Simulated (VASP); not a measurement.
Here is a VASP 6.6.1 calculation.

File INCAR:

```
SYSTEM = Bi2Te3
PREC = Accurate
ENCUT = 520
EDIFF = 1E-7
ISMEAR = -1
SIGMA = 0.1
LREAL = .False.
LASPH = .True.
NELM = 100
ALGO = Normal
ISIF = 2
LWAVE = .False.
LCHARG = .False.
GGA = PE
NBANDS = 32
```

Contents of KPOINTS:

```
Automatic mesh
0
Gamma
  6 6 6
  0 0 0
```

The input POSCAR:

```
Bi2Te3
1.0
    2.1930000000      1.2661291403     10.1656666667
   -2.1930000000      1.2661291403     10.1656666667
    0.0000000000     -2.5322582807     10.1656666667
Bi Te
2 3
Direct
    0.6000000000      0.6000000000      0.6000000000
    0.4000000000      0.4000000000      0.4000000000
    0.7905000000      0.7905000000      0.7905000000
    0.2095000000      0.2095000000      0.2095000000
    0.0000000000      0.0000000000      0.0000000000
```

Potentials or basis: VASP PAW PBE potentials, release 64 (Bi_d, Te).

Run with:

```console
$ cat potpaw_PBE.64/Bi_d/POTCAR potpaw_PBE.64/Te/POTCAR > POTCAR
$ mpirun -np 1 vasp_std > vasp.out
```

Problem. Estimate the largest force.

Solution. 0.025 eV/Å.

Problem. Predict the band gap on the k mesh.

Solution. 0.28 eV.

Problem. What does it give for the pressure?

Solution. 1.9 GPa.

Forces on the atoms (eV/Å):
```
Bi   0.000  0.000 -0.017
Bi   0.000  0.000  0.017
Te   0.000  0.000 -0.025
Te   0.000  0.000  0.025
Te   0.000  0.000  0.000
```

Caveat: spin-orbit coupling is left out, which moves the levels of the heavy elements. A k mesh can miss the band edges.
